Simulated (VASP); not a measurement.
Wanted: the native input for a VASP 6.6.1 run.

```yaml
Task: single point
Functional: PBEsol
Potentials_or_basis: VASP PAW PBE potentials, release 64 (Al, N)
Cutoff: 520 eV
k_mesh: 12 × 12 × 6
Occupations: gaussian, width 0.01 eV
Spin: no spin polarisation
Dipole_correction: no
Further_INCAR_settings: ALGO = Normal; EDIFF = 1e-06; NBANDS = 16
```

The structure of AlN lies in POSCAR:

```
AlN
1.0
    3.3121160000      0.0000000000      0.0000000000
   -1.6560580000      2.8683760000      0.0000000000
    0.0000000000      0.0000000000      4.1875630000
Al N
2 2
Direct
    0.3333333333      0.6666666667      0.7500000000
    0.6666666667      0.3333333333      0.2500000000
    0.3333333333      0.6666666667      0.2500000000
    0.6666666667      0.3333333333      0.7500000000
```

These files were run (other wordings do the same):

INCAR

```
SYSTEM = AlN
PREC = Accurate
ENCUT = 520
EDIFF = 1E-6
ISMEAR = 0
SIGMA = 0.01
LREAL = .FALSE.
LASPH = .TRUE.
NELM = 100
ALGO = Normal
ISIF = 2
LWAVE = .FALSE.
LCHARG = .FALSE.
GGA = PS
NBANDS = 16
```

KPOINTS

```
Automatic mesh
0
G
  12 12 6
  0 0 0
```

Potentials or basis: VASP PAW PBE potentials, release 64 (Al, N).

Run with:

```sh
$ cat potpaw_PBE.64/Al/POTCAR potpaw_PBE.64/N/POTCAR > POTCAR
$ mpirun -np 1 vasp_std > vasp.out
```

It gave:

```json
{
  "Pressure": "-3.5 GPa",
  "Band gap on the k mesh": "3.19 eV"
}
```

Caveat: the cell stands under tension; the PAW data sets were made with another functional, which shifts forces and pressure a little.

It took 32 s on 1 thread of AMD EPYC 7R13 Processor (Zen 3) (shared host), peak memory 0.15 GiB.
